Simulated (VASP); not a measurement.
## AlSn: single point with HSE06

AlSn:

```
Sn Al
1.0
     4.11241    0.00000    0.00000
    -2.05620    3.56145    0.00000
     0.00000    0.00000    3.23934
Sn Al
1 1
Direct
  0.33333 0.66667 0.50000
  0.00000 0.00000 0.00000
```

- Program: VASP 6.6.1
- Task: single point
- Functional: HSE06
- Potentials or basis: VASP PAW PBE potentials, release 64 (Sn_d, Al)
- Cutoff: 520 eV
- k mesh: 4 × 4 × 6
- Occupations: fermi-dirac, width 0.05 eV
- Spin: no spin polarisation
- Dipole correction: no
- Grid for exact exchange (PRECFOCK): Normal
- Further INCAR settings: ALGO = Normal; EDIFF = 1e-07; NBANDS = 16
- Share of exact exchange: 0.25
- Screening parameter: 0.2079 1/Å

- Pressure: 2.3 GPa
- Band gap on the k mesh: zero (an odd number of electrons rules out a gap without spin polarisation)

Stress tensor (GPa, compression positive):
```
2.83 0.00 0.00
0.00 2.83 0.00
0.00 0.00 1.16
```

Levels at points of the mesh, in eV from the Fermi level:
```
           k point  band 4  band 5  band 6  band 7  band 8  band 9  band 10  band 11  band 12  band 13
(0.00, 0.00, 0.00)  -23.79  -23.79  -12.50   -0.69   -0.69    1.21     2.88     3.34     3.34     5.59
(0.50, 0.00, 0.00)  -23.79  -23.76  -10.26   -7.80   -2.60    0.60     5.04     7.29     7.88     8.96
(0.00, 0.00, 0.50)  -23.78  -23.75   -8.81   -7.67    2.97    2.97     3.94     3.94     4.55     4.84
(0.50, 0.00, 0.50)  -23.75  -23.73   -6.61   -5.30   -4.08   -2.94     1.10     2.49     4.00     4.33
```

Wall time 27 min on 1 thread of AMD EPYC 7R13 Processor (Zen 3) (shared host), peak memory 0.25 GiB.

Caveat: the k points lie up to 0.44 Å⁻¹ apart, too coarse for converged energies and pressures of a metal; the PAW data sets were made with another functional, which shifts forces and pressure a little; spin-orbit coupling is left out, which moves the levels of the heavy elements.
